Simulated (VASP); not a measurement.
A run of VASP 6.6.1:

Contents of INCAR:

```
SYSTEM = SrTiO3
PREC = Accurate
ENCUT = 520
EDIFF = 1E-6
ISMEAR = 0
SIGMA = 0.02
LREAL = .False.
LASPH = .True.
NELM = 150
ALGO = Normal
ISIF = 2
LWAVE = .False.
LCHARG = .False.
LMAXMIX = 4
LDAU = .True.
LDAUTYPE = 2
LDAUL = -1 2 -1
LDAUU = 0 4 0
LDAUJ = 0 0 0
LDAUPRINT = 1
GGA = PE
NBANDS = 28
```

The input KPOINTS:

```
Automatic mesh
0
Gamma
  8 8 8
  0 0 0
```

Contents of POSCAR:

```
SrTiO3
1.0
    3.7695089820      0.0000000000      0.0000000000
    0.0000000000      3.7695089820      0.0000000000
    0.0000000000      0.0000000000      4.0775692283
Sr Ti O
1 1 3
Direct
    0.0000000000      0.0000000000      0.0000000000
    0.5000000000      0.5000000000      0.5000000000
    0.5000000000      0.0000000000      0.5000000000
    0.5000000000      0.5000000000      0.0000000000
    0.0000000000      0.5000000000      0.5000000000
```

Potentials or basis: VASP PAW PBE potentials, release 64 (Sr_sv, Ti_sv, O).

Launch:

```bash
$ cat potpaw_PBE.64/Sr_sv/POTCAR potpaw_PBE.64/Ti_sv/POTCAR potpaw_PBE.64/O/POTCAR > POTCAR
$ mpirun -np 1 vasp_std > vasp.out
```

Hardware: 1 thread of Intel Xeon 8259CL (shared host).

Question: How long does it take, and how much memory?

Answer: Wall time 2.3 min on 1 thread of Intel Xeon 8259CL (shared host), peak memory 0.25 GiB. Counts: scf iterations 16, k points 75.
